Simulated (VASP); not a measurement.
# W2Se3 (P-3m1) in VASP: single point with PBE

Aim: the single point of W2Se3 with PBE.

All numbers are computed with VASP 6.6.1; they aren't measurements. Logs are shortened: lines on timing, memory, paths and dates and some standing lists are left out, and cuts for length are marked.

## (1) The cell of the first run

Symmetry: P-3m1, No. 164, trigonal system. The conventional cell has a = 4.350 Å, b = 4.350 Å, c = 7.305 Å, α = 90.00°, β = 90.00°, γ = 120.00°. Within 3.4 Å of W (site symmetry 3m) lie 7 Se at 2.56 to 2.80 Å and 3 W at 2.84 Å. Se (site symmetry -3m) has 6 W at 2.60 Å and 6 Se at 3.15 Å within 3.4 Å. Se (site symmetry 3m) has 4 W at 2.56 to 2.80 Å and 3 Se at 3.15 Å within 3.4 Å.

## (2) Single point, PBE

Contents of INCAR:

```
SYSTEM = W2Se3
  ALGO = Normal
  EDIFF = 1E-6
  ENCUT = 520
  GGA = PE
  ISIF = 2
  ISMEAR = 0
  LASPH = .TRUE.
  LCHARG = .FALSE.
  LREAL = .FALSE.
  LWAVE = .FALSE.
  NBANDS = 31
  NELM = 60
  PREC = Accurate
  SIGMA = 0.1
```

Contents of KPOINTS:

```
k-points
0
G
  12 12 6
  0 0 0
```

Contents of POSCAR:

```
W2Se3
1.0
    4.3496940220      0.0000000000      0.0000000000
   -2.1748470110      3.7669455217      0.0000000000
    0.0000000000      0.0000000000      7.3053312524
W Se
2 3
Direct
    0.3333333333      0.6666666667      0.0901639420
    0.6666666667      0.3333333333      0.9098360580
    0.0000000000      0.0000000000      0.0000000000
    0.3333333333      0.6666666667      0.7394734749
    0.6666666667      0.3333333333      0.2605265251
```

Potentials or basis: VASP PAW PBE potentials, release 64 (W_sv, Se).

Run with:

```console
> cat potpaw_PBE.64/W_sv/POTCAR potpaw_PBE.64/Se/POTCAR > POTCAR
> mpirun -np 1 vasp_std > vasp.out
```

OUTCAR:

```text
SYSTEM = W2Se3
   EDIFF = 1E-6
   ENCUT = 520
   GGA = PE
   ISIF = 2
   ISMEAR = 0
   LASPH = .TRUE.
   LREAL = .FALSE.
   NELM = 60
   PREC = Accurate

 ion  position               nearest neighbor table
   1  0.333  0.667  0.090-   4 2.56   3 2.60   3 2.60   3 2.60   5 2.80   5 2.80   5 2.80   2 2.84
                             2 2.84   2 2.84
   2  0.667  0.333  0.910-   5 2.56   3 2.60   3 2.60   3 2.60   4 2.80   4 2.80   4 2.80   1 2.84
                             1 2.84   1 2.84
   3  0.000  0.000  0.000-   1 2.60   2 2.60   1 2.60   2 2.60   2 2.60   1 2.60
   4  0.333  0.667  0.739-   1 2.56   2 2.80   2 2.80   2 2.80
   5  0.667  0.333  0.261-   2 2.56   1 2.80   1 2.80   1 2.80

  LATTYP: Found a hexagonal cell.
 ALAT       =     4.3496940220
 C/A-ratio  =     1.6795046308

  Lattice vectors:

 A1 = (   4.3496940220,   0.0000000000,   0.0000000000)
 A2 = (  -2.1748470110,   3.7669455217,   0.0000000000)
 A3 = (   0.0000000000,   0.0000000000,   7.3053312524)

Analysis of symmetry for initial positions (statically):
=====================================================================
 Subroutine PRICEL returns:
 Original cell was already a primitive cell.

 Routine SETGRP: Setting up the symmetry group for a
 hexagonal supercell.

 Subroutine GETGRP returns: Found 12 space group operations
 (whereof 12 operations were pure point group operations)
 out of a pool of 24 trial point group operations.

The static configuration has the point symmetry D_3d.

Analysis of symmetry for dynamics (positions and initial velocities):
=====================================================================
 Subroutine PRICEL returns:
 Original cell was already a primitive cell.

 Routine SETGRP: Setting up the symmetry group for a
 hexagonal supercell.

 Subroutine GETGRP returns: Found 12 space group operations
 (whereof 12 operations were pure point group operations)
 out of a pool of 24 trial point group operations.

The dynamic configuration has the point symmetry D_3d.

 Subroutine INISYM returns: Found 12 space group operations
 (whereof 12 operations are pure point group operations),
 and found     1 'primitive' translations

----------------------------------------------------------------------------------------

                                     Primitive cell

  volume of cell :     119.6983

  direct lattice vectors                    reciprocal lattice vectors
     4.349694022  0.000000000  0.000000000     0.229901229  0.132733536  0.000000000
    -2.174847011  3.766945522  0.000000000     0.000000000  0.265467073  0.000000000
     0.000000000  0.000000000  7.305331252     0.000000000  0.000000000  0.136886332

  length of vectors
     4.349694022  4.349694022  7.305331252     0.265467073  0.265467073  0.136886332

  position of ions in fractional coordinates (direct lattice)
     0.333333333  0.666666667  0.090163942
     0.666666667  0.333333333  0.909836058
     0.000000000  0.000000000  0.000000000
     0.333333333  0.666666667  0.739473475
     0.666666667  0.333333333  0.260526525

  ion indices of the primitive-cell ions
   primitive index   ion index
                 1           1
                 2           2
                 3           3
                 4           4
                 5           5

----------------------------------------------------------------------------------------

 KPOINTS: k-points

Automatic generation of k-mesh.
 Grid dimensions read from file:
 generate k-points for:   12   12    6

 Generating k-lattice:

  Cartesian coordinates                     Fractional coordinates (reciprocal lattice)
     0.019158436  0.011061128  0.000000000     0.083333333  0.000000000  0.000000000
     0.000000000  0.022122256  0.000000000     0.000000000  0.083333333  0.000000000
     0.000000000  0.000000000  0.022814389     0.000000000  0.000000000  0.166666667

  Length of vectors
     0.022122256  0.022122256  0.022814389

  Shift w.r.t. Gamma in fractional coordinates (k-lattice)
     0.000000000  0.000000000  0.000000000

 Subroutine IBZKPT returns following result:
 ===========================================

 Found    100 irreducible k-points:

 Following reciprocal coordinates:
            Coordinates               Weight
  0.000000  0.000000  0.000000      1.000000
  0.083333  0.000000  0.000000      6.000000
  0.166667  0.000000  0.000000      6.000000
  0.250000  0.000000  0.000000      6.000000
  0.333333  0.000000  0.000000      6.000000
  0.416667  0.000000  0.000000      6.000000
[... 16 lines left out ...]
  0.166667  0.000000  0.166667      6.000000
  0.000000  0.166667  0.166667      6.000000
 [... further k-points ...]
   k-points           NKPTS =    100   k-points in BZ     NKDIM =    100   number of bands    NBANDS=     31
   number of dos      NEDOS =    301   number of ions     NIONS =      5
   total plane-waves  NPLWV =  55296
   dimension x,y,z NGX =    32 NGY =   32 NGZ =   54
   dimension x,y,z NGXF=    64 NGYF=   64 NGZF=  108
   ions per type =               2   3
   NGX,Y,Z   is equivalent  to a cutoff of  12.23, 12.23, 12.29 a.u.
   NGXF,Y,Z  is equivalent  to a cutoff of  24.46, 24.46, 24.58 a.u.
 SYSTEM =  W2Se3
   PREC   = accura    normal or accurate (medium, high low for compatibility)
   ISTART =      0    job   : 0-new  1-cont  2-samecut
   ICHARG =      2    charge: 1-file 2-atom 10-const
   ISPIN  =      1    spin polarized calculation?
   LNONCOLLINEAR =      F non collinear calculations
   LSORBIT =      F    spin-orbit coupling
   LASPH  =      T    aspherical Exc in radial PAW
   ENCUT  =  520.0 eV  38.22 Ry    6.18 a.u.   8.09  8.09 13.58*2*pi/ulx,y,z
   NELM   =     60;   NELMIN=  2; NELMDL= -5     # of ELM steps
   EDIFF  = 0.1E-05   stopping-criterion for ELM
   LREAL  =      F    real-space projection
   EDIFFG = 0.1E-04   stopping-criterion for IOM
   NSW    =      0    number of steps for IOM
   IBRION =     -1    ionic relax: 0-MD 1-quasi-New 2-CG
   NFREE  =      0    steps in history (QN), initial steepest desc. (CG)
   ISIF   =      2    stress and relaxation
   ISYM   =      2    0-nonsym 1-usesym 2-fastsym
   POTIM  = 0.5000    time-step for ionic-motion
   TEBEG  =    0.0;   TEEND  =   0.0 temperature during run
   PSTRESS=    0.0 pullay stress
   NELECT =      46.0000    total number of electrons
   NUPDOWN=      -1.0000    fix difference up-down
   EMIN   =  10.00;   EMAX   =-10.00  energy-range for DOS
   EFERMI =   0.00;   METHOD = LEGACY
   ISMEAR =     0;   SIGMA  =   0.10  broadening in eV -4-tet -1-fermi 0-gaus
   EFERMI_NEDOS =   21; number of points for ismear=-14 and -15
   IALGO  =     38    algorithm
   IMIX   =      4    mixing-type and parameters
     AMIX     =   0.40;   BMIX     =  1.00
     AMIX_MAG =   1.60;   BMIX_MAG =  1.00
  volume/ion in A,a.u.               =      23.94       161.55
  Fermi-wavevector in a.u.,A,eV,Ry     =   1.190232  2.249211 19.274709  1.416651
  Thomas-Fermi vector in A             =   2.326321
   LORBIT       =      0    0 simple, 1 ext, 2 COOP (PROOUT), +10 PAW based schemes
   GGA     = PE    functional components
   LHFCALC =     F    Hartree Fock is set to
   AEXX    =    0.0000 exact exchange contribution
   IVDW    =     0    specifies the selected vdW correction
   LEPSILON=     F    determine dielectric tensor
   LRPA    =     F    only Hartree local field effects (RPA)
 non-spin polarized calculation
 Gauss-broadening in eV      SIGMA  =   0.10
  energy-cutoff  :      520.00
  volume of cell :      119.70
 maximum number of plane-waves:      3242
   NGX = 17   NGY = 17   NGZ = 27

 number of electron      45.9999998 magnetization

 Free energy of the ion-electron system (eV)
  ---------------------------------------------------
  ext. energy  EPLUGINS =         0.00000000
  ---------------------------------------------------
  free energy    TOTEN  =       -35.63908182 eV

  energy without entropy =      -35.62348869  energy(sigma->0) =      -35.63128526

 E-fermi :   5.4378     XC(G=0):  -9.6965

 val. band max:        5.4311538436   @ k =   0.4167   0.1667   0.0000
 cond. band min:       5.4409513684   @ k =  -0.1667   0.5000   0.1667
 fundamental gap:      0.0097975247
 Fermi energy:         5.4378346510

 k-point     1 :       0.0000    0.0000    0.0000
  band No.  band energies     occupation
      1     -69.4132      2.00000
      2     -69.3550      2.00000
      3     -33.7629      2.00000
      4     -33.7629      2.00000
      5     -33.7299      2.00000
      6     -33.6072      2.00000
[... 23 lines left out ...]
     30       9.9384      0.00000
     31       9.9766      0.00000

 k-point     2 :       0.0833    0.0000    0.0000
  band No.  band energies     occupation
      1     -69.4123      2.00000
      2     -69.3559      2.00000
      3     -33.7703      2.00000
      4     -33.7664      2.00000
      5     -33.7336      2.00000
      6     -33.5991      2.00000
[... 23 lines left out ...]
     30       8.9975      0.00000
     31       9.2730      0.00000

 k-point     3 :       0.1667    0.0000    0.0000
  band No.  band energies     occupation
      1     -69.4097      2.00000
      2     -69.3584      2.00000
      3     -33.7877      2.00000
      4     -33.7756      2.00000
      5     -33.7433      2.00000
      6     -33.5801      2.00000
[... 23 lines left out ...]
     30       8.7801      0.00000
     31       8.9739      0.00000

 k-point     4 :       0.2500    0.0000    0.0000
  band No.  band energies     occupation
      1     -69.4057      2.00000
      2     -69.3623      2.00000
      3     -33.8075      2.00000
      4     -33.7874      2.00000
      5     -33.7558      2.00000
      6     -33.5585      2.00000
[... 635 lines left out ...]
     30       8.9710      0.00000
     31       9.2432      0.00000

 k-point    23 :       0.1667    0.0000    0.1667
  band No.  band energies     occupation
      1     -69.4097      2.00000
      2     -69.3584      2.00000
      3     -33.7877      2.00000
      4     -33.7756      2.00000
      5     -33.7433      2.00000
      6     -33.5801      2.00000
[... 23 lines left out ...]
     30       8.7409      0.00000
     31       8.8615      0.00000

 k-point    24 :       0.0000    0.1667    0.1667
  band No.  band energies     occupation
      1     -69.4097      2.00000
      2     -69.3584      2.00000
      3     -33.7877      2.00000
      4     -33.7756      2.00000
      5     -33.7433      2.00000
      6     -33.5801      2.00000
[... 23 lines left out ...]
     30       8.7807      0.00000
     31       9.1427      0.00000

 [... further k-points ...]

------------------------ aborting loop because EDIFF is reached ----------------------------------------

  FORCE on cell =-STRESS in cart. coord.  units (eV):
  Direction    XX          YY          ZZ          XY          YZ          ZX
  --------------------------------------------------------------------------------------
  -------------------------------------------------------------------------------------
  Total        0.2334245      0.2334245      0.1597747      0.0000000      0.0000000      0.0000000
  in kB        3.1244179      3.1244179      2.1386052      0.0000000      0.0000000      0.0000000
  external PRESSURE =       2.7958137 kB  Pullay stress =       0.0000000 kB

 VOLUME and BASIS-vectors are now :
 -----------------------------------------------------------------------------
  energy-cutoff  :      520.00
  volume of cell :      119.70
      direct lattice vectors                 reciprocal lattice vectors
     4.349694022  0.000000000  0.000000000     0.229901229  0.132733536  0.000000000
    -2.174847011  3.766945522  0.000000000     0.000000000  0.265467073  0.000000000
     0.000000000  0.000000000  7.305331252     0.000000000  0.000000000  0.136886332

 POSITION                                       TOTAL-FORCE (eV/Angst)
 -----------------------------------------------------------------------------------
     -0.00000      2.51130      0.65868         0.000000      0.000000      0.036557
      2.17485      1.25565      6.64665         0.000000     -0.000000     -0.036557
      0.00000      0.00000      0.00000        -0.000000      0.000000      0.000000
     -0.00000      2.51130      5.40210        -0.000000      0.000000     -0.033248
      2.17485      1.25565      1.90323        -0.000000     -0.000000      0.033248
 -----------------------------------------------------------------------------------
    total drift:                               -0.000000      0.000000      0.000000

  FREE ENERGIE OF THE ION-ELECTRON SYSTEM (eV)
  ---------------------------------------------------
  free  energy   TOTEN  =       -35.6390818239 eV

  energy  without entropy=      -35.6234886917  energy(sigma->0) =      -35.63128526
```

Run time: 6.5 min. Hardware: 1 thread of Intel Xeon Platinum 8488C (Sapphire Rapids), shared host; peak memory 0.44 GiB.

Results:

* Free energy: -35.6391 eV
* Pressure: 0.3 GPa
* Largest force: 0.037 eV/Å
* Band gap on the k mesh: zero (band 23 reaches 6.17 eV, above the bottom of band 24 at 5.30 eV)

Forces in eV/Å, atoms in the order of the input:
```
W    0.000  0.000  0.037
W    0.000  0.000 -0.037
Se   0.000  0.000  0.000
Se   0.000  0.000 -0.033
Se   0.000  0.000  0.033
```

Caveat: spin-orbit coupling is left out, which moves the levels of the heavy elements; this functional lacks dispersion, which binds the layers, so the pressure and a relaxed spacing across them are unreliable.
